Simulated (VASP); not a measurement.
Write the native input for VASP 6.6.1 that does the following.

```yaml
Task: single point
Functional: PBE
Potentials_or_basis: VASP PAW PBE potentials, release 64 (V_sv, O, Sr_sv)
Cutoff: 520 eV
k_mesh: 6 × 6 × 6
Occupations: gaussian, width 0.047 eV
Spin: no spin polarisation
Dipole_correction: no
Further_INCAR_settings: ALGO = Normal; EDIFF = 1e-06; NBANDS = 28
```

The structure of SrVO3 lies in POSCAR:

```
SrVO3
1.0
    3.8517973600      0.0000000000      0.0000000000
    0.0000000000      3.8517973600      0.0000000000
    0.0000000000      0.0000000000      3.8517973600
V O Sr
1 3 1
Direct
    0.0000000000      0.0000000000      0.0000000000
    0.5000000000      0.0000000000      0.0000000000
    0.0000000000      0.5000000000      0.0000000000
    0.0000000000      0.0000000000      0.5000000000
    0.5000000000      0.5000000000      0.5000000000
```

One way to write it, as run:

INCAR

```
PREC = Accurate ; ENCUT = 520
EDIFF = 1E-6 ; ISMEAR = 0
SIGMA = 0.047 ; LREAL = F
LASPH = T ; NELM = 60
ALGO = Normal ; ISIF = 2
LWAVE = F ; LCHARG = T
GGA = PE ; LELF = T
LVHAR = T ; NBANDS = 28
```

KPOINTS

```
regular mesh
0
Gamma
  6 6 6
```

Potentials or basis: VASP PAW PBE potentials, release 64 (V_sv, O, Sr_sv).

Run with:

```sh
$ cat potpaw_PBE.64/V_sv/POTCAR potpaw_PBE.64/O/POTCAR potpaw_PBE.64/Sr_sv/POTCAR > POTCAR
$ mpirun -np 1 vasp_std > vasp.out
```

It gave:

```
Pressure : 1.8 GPa
```

Caveat: an odd number of electrons without spin polarisation forces a metal; a magnetic or distorted state may lie lower; the run has no spin polarisation, though such a crystal can be magnetic.

Run time: 34 s on 1 thread of AMD EPYC 7R13 Processor (Zen 3), on a shared host, peak memory 0.16 GiB.
